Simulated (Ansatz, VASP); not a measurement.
**CsH in VASP and in Ansatz**

File POSCAR:

```
CsH
1.0
    0.0000000000      3.4430400000      3.1880000000
    3.4430400000      0.0000000000      3.1880000000
    3.4430400000      3.4430400000      0.0000000000
Cs H
1 1
Direct
    0.0000000000      0.0000000000      0.0000000000
    0.5000000000      0.5000000000      0.5000000000
```

The input INCAR.step1:

```
SYSTEM = CsH
PREC = Accurate
ENCUT = 520
ISMEAR = 0
SIGMA = 0.05
LREAL = .FALSE.
LASPH = .TRUE.
NELM = 60
NBANDS = 12
GGA = PE
ALGO = Normal
EDIFF = 1E-4
LWAVE = .TRUE.
LCHARG = .FALSE.
```

INCAR.step2

```
SYSTEM = CsH
PREC = Accurate
ENCUT = 520
EDIFF = 1E-6
ISMEAR = 0
SIGMA = 0.05
LREAL = .FALSE.
LASPH = .TRUE.
NELM = 60
ALGO = Normal
ISIF = 2
LWAVE = .FALSE.
LCHARG = .FALSE.
METAGGA = R2SCAN
LMIXTAU = .TRUE.
NBANDS = 12
ISTART = 1
```

KPOINTS

```
regular mesh
0
G
  6 6 6
  0 0 0
```

Input for Ansatz:

```yaml
crystal:
  lattice:
    - [0.0, 3.44304, 3.188]
    - [3.44304, 0.0, 3.188]
    - [3.44304, 3.44304, 0.0]
  atoms:
    - { symbol: Cs, position: [0.0, 0.0, 0.0] }
    - { symbol: H, position: [0.5, 0.5, 0.5] }
basis:
  ecutwfc: 500
kpoints:
  mp_grid: { grid: [6, 6, 6] }
hamiltonian:
  xc: r2scan
scf:
  occupations: { method: gaussian, width: 0.05 }
output:
  forces: true
  stress: true
  eigenvalues: true
```

Change from the starting cell: strain +0.080 along x and y, +0.000 along z, atoms carried along.

Alike in both runs: task single point; functional r2SCAN; k mesh 6 × 6 × 6; occupations gaussian, width 0.05 eV; no spin polarisation.

|  | VASP | Ansatz |
| --- | --- | --- |
| version | VASP 6.6.1 | Ansatz 0.2.0 |
| potentials or method | VASP PAW PBE potentials, release 64 (Cs_sv, H), cutoff 520 eV | scalar-relativistic, plane waves, PAW |
| valence electrons in the cell | 10 | 10 |

|  | VASP | Ansatz | Ansatz less VASP |
| --- | --- | --- | --- |
| gap on the k mesh at the Fermi level (eV) | 2.78 | 2.79 | +0.012 |
| least direct gap on the mesh (eV) | 2.78 | 2.79 | +0.012 |
| pressure (GPa) | -1.0 | -1.0 | 0.00 |
| traceless stress, the component that is largest in VASP (GPa) | 0.66 | 0.65 | -0.017 |

VASP's potentials were made for PBE, not for r2SCAN.

Spin-orbit coupling is off throughout.
